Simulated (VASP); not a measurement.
A run of VASP 6.6.1 is set up as follows.

POSCAR

```
KCl
1.0
    3.8391960000      0.0000000000      0.0000000000
    0.0000000000      3.8391960000      0.0000000000
    0.0000000000      0.0000000000      3.8391960000
K Cl
1 1
Direct
    0.0000000000      0.0000000000      0.0000000000
    0.5000000000      0.5000000000      0.5000000000
```

INCAR.step1

```
PREC = Accurate
ENCUT = 520
EDIFF = 1E-5
ISMEAR = -1
SIGMA = 0.05
LREAL = F
LASPH = T
NELM = 100
ALGO = Normal
ISIF = 2
LWAVE = T
NBANDS = 15
GGA = PE
```

The input INCAR.step2:

```
PREC = Accurate
ENCUT = 520
EDIFF = 1E-7
ISMEAR = -1
SIGMA = 0.05
LREAL = F
LASPH = T
NELM = 100
ALGO = Normal
ISIF = 2
LWAVE = F
LCHARG = T
GGA = PE
LHFCALC = T
AEXX = 0.3
HFSCREEN = 0.2
PRECFOCK = Normal
LELF = T
LVHAR = T
NBANDS = 15
ISTART = 1
```

The input KPOINTS:

```
regular mesh
0
Gamma
  4 4 4
```

Potentials or basis: VASP PAW PBE potentials, release 64 (K_sv, Cl).

Command:

```bash
$ cat potpaw_PBE.64/K_sv/POTCAR potpaw_PBE.64/Cl/POTCAR > POTCAR
$ cp INCAR.step1 INCAR
$ mpirun -np 1 vasp_std > vasp.out
$ cp INCAR.step2 INCAR
$ mpirun -np 1 vasp_std > vasp.out
```

Question: Estimate the pressure.

Answer: -0.5 GPa.

Question: What does it give for the band gap on the k mesh?

Answer: 6.41 eV, indirect (least direct gap 6.63 eV).

Caveat: the PAW data sets were made with another functional, which shifts forces and pressure a little. A k mesh can miss the band edges.
